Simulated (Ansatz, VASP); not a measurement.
# NaH: VASP beside Ansatz

```
Na H
1.0
     0.00000    2.36680    2.44000
     2.36680    0.00000    2.44000
     2.36680    2.36680    0.00000
Na H
1 1
Direct
  0.00000 0.00000 0.00000
  0.50000 0.50000 0.50000
```

Change from the starting cell: strain -0.030 along x and y, +0.000 along z, atoms carried along.

Alike in both runs: task single point; functional LDA; k mesh 8 × 8 × 8; occupations gaussian, width 0.05 eV; no spin polarisation.

|  | VASP | Ansatz |
| --- | --- | --- |
| version | VASP 6.6.1 | Ansatz 0.2.0 |
| potentials or method | VASP PAW LDA potentials, release 64 (Na_pv, H), cutoff 520 eV | scalar-relativistic, plane waves, PAW |
| valence electrons in the cell | 8 | 10 |

VASP gave:

* gap on the k mesh at the Fermi level (eV): 3.43
* least direct gap on the mesh (eV): 4.39
* pressure (GPa): -1.4
* traceless stress, the component that is largest in VASP (GPa): -0.64

**Question.** Estimate Ansatz's values.

**Answer.** gap on the k mesh at the Fermi level (eV): 3.43; least direct gap on the mesh (eV): 4.39; pressure (GPa): -1.4; traceless stress, the component that is largest in VASP (GPa): -0.63.

LDA's correlation is that of Perdew and Zunger in VASP and of Perdew and Wang (1992) in Ansatz. VASP's potentials hold 8 valence electrons a cell and Ansatz's 10, so a difference there can come from the potentials and not from the codes.
